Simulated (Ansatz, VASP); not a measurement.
# One calculation of CuO, two programs

File INCAR:

```
SYSTEM = CuO
PREC = Accurate
ENCUT = 520
EDIFF = 1E-6
ISMEAR = 0
SIGMA = 0.1
LREAL = .False.
LASPH = .True.
NELM = 150
ALGO = Normal
ISIF = 2
LWAVE = .False.
LCHARG = .False.
ISPIN = 2
MAGMOM = 1 0
LORBIT = 11
LMAXMIX = 4
GGA = PE
NBANDS = 20
```

The input KPOINTS:

```
regular mesh
0
Gamma
  9 9 9
  0 0 0
```

The input POSCAR:

```
CuO
1.0
    1.4634099200      0.8449001100      2.4110990100
   -1.4634099200      0.8449001100      2.4110990100
    0.0000000000     -1.6898002300      2.4110990100
Cu O
1 1
Direct
    0.5000000000      0.5000000000      0.5000000000
    0.0000000000      0.0000000000      0.0000000000
```

Input for Ansatz:

```yaml
crystal:
  lattice:
    - [1.46340992, 0.84490011, 2.41109901]
    - [-1.46340992, 0.84490011, 2.41109901]
    - [0.0, -1.68980023, 2.41109901]
  atoms:
    - { symbol: Cu, position: [0.5, 0.5, 0.5], spin: 1.0 }
    - { symbol: O, position: [0.0, 0.0, 0.0] }
basis:
  ecutwfc: 420
kpoints:
  mp_grid: { grid: [9, 9, 9] }
hamiltonian:
  xc: pbe
scf:
  occupations: { method: gaussian, width: 0.1 }
  lower_state_search: "off"
output:
  forces: true
  stress: true
  eigenvalues: true
  populations: true
magnetization:
  spin_polarized: true
```

Alike in both runs: task single point; functional PBE; k mesh 9 × 9 × 9; occupations gaussian, width 0.1 eV; collinear spin.

|  | VASP | Ansatz |
| --- | --- | --- |
| version | VASP 6.6.1 | Ansatz 0.2.0 |
| potentials or method | VASP PAW PBE potentials, release 64 (Cu, O), cutoff 520 eV | scalar-relativistic, plane waves, PAW |
| valence electrons in the cell | 17 | 25 |

Ansatz gave:

```
gap on the k mesh at the Fermi level (eV)                     : none
pressure (GPa)                                                : 13.6
traceless stress, the component that is largest in VASP (GPa) : -0.59
net moment per atom (μB)                                      : 0.00
```

Question: Which values does VASP return?

Answer: gap on the k mesh at the Fermi level (eV): none; pressure (GPa): 14.0; traceless stress, the component that is largest in VASP (GPa): -0.58; net moment per atom (μB): 0.00.

A gap of «none» marks a metal or a gap that the smearing closes. VASP's potentials hold 17 valence electrons a cell and Ansatz's 25, so a difference there can come from the potentials and not from the codes. Ansatz's warnings: seeded moment not kept.
